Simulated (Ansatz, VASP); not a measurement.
# One calculation of ZnO, two programs

INCAR

```
PREC = Accurate
ENCUT = 520
EDIFF = 1E-6
ISMEAR = -1
SIGMA = 0.05
LREAL = F
LASPH = T
NELM = 80
ALGO = Normal
ISIF = 2
LWAVE = F
LCHARG = T
GGA = PS
LELF = T
LVHAR = T
NBANDS = 26
```

Contents of KPOINTS:

```
Automatic mesh
0
Gamma
  9 9 4
```

POSCAR

```
ZnO
1.0
    3.2435297227      0.0000000000      0.0000000000
   -1.6217648613      2.8089791378      0.0000000000
    0.0000000000      0.0000000000      7.0340722211
Zn O
2 2
Direct
    0.0000000000      0.0000000000      0.2500000000
    0.0000000000      0.0000000000      0.7500000000
    0.6666666667      0.3333333333      0.7500000000
    0.3333333333      0.6666666667      0.2500000000
```

input.yaml

```yaml
crystal:
  lattice:
    - [3.2435297227, 0.0, 0.0]
    - [-1.6217648613, 2.8089791378, 0.0]
    - [0.0, 0.0, 7.0340722211]
  atoms:
    - { symbol: Zn, position: [0.0, 0.0, 0.25] }
    - { symbol: Zn, position: [0.0, 0.0, 0.75] }
    - { symbol: O, position: [0.6666666667, 0.3333333333, 0.75] }
    - { symbol: O, position: [0.3333333333, 0.6666666667, 0.25] }
kpoints:
  mp_grid: { grid: [9, 9, 4] }
scf:
  occupations: { method: fermi_dirac, width: 0.05 }
hamiltonian:
  xc: pbesol
  pseudopotentials: { kind: all_electron, lapw: { basis_error: 0.002 } }
output:
  forces: true
  stress: true
  eigenvalues: true
```

Change from the starting cell: volume scaled by 0.96.

Alike in both runs: task single point; functional PBEsol; k mesh 9 × 9 × 4; occupations fermi-dirac, width 0.05 eV; no spin polarisation.

```csv
,VASP,Ansatz
version,VASP 6.6.1,Ansatz 0.2.0
potentials or method,"VASP PAW PBE potentials, release 64 (Zn, O), cutoff 520 eV","all-electron LAPW, scalar-relativistic"
```

VASP gave:

- gap on the k mesh at the Fermi level (eV): 0.75
- least direct gap on the mesh (eV): 0.75
- pressure (GPa): -0.1
- traceless stress, the component that is largest in VASP (GPa): -0.77

Task: What did Ansatz give for the same quantities?

Result: gap on the k mesh at the Fermi level (eV): 0.77; least direct gap on the mesh (eV): 0.77; pressure (GPa): -0.9; traceless stress, the component that is largest in VASP (GPa): 0.08.

VASP's potentials were made for PBE, not for PBEsol. Ansatz ran all-electron here, and VASP with PAW potentials.
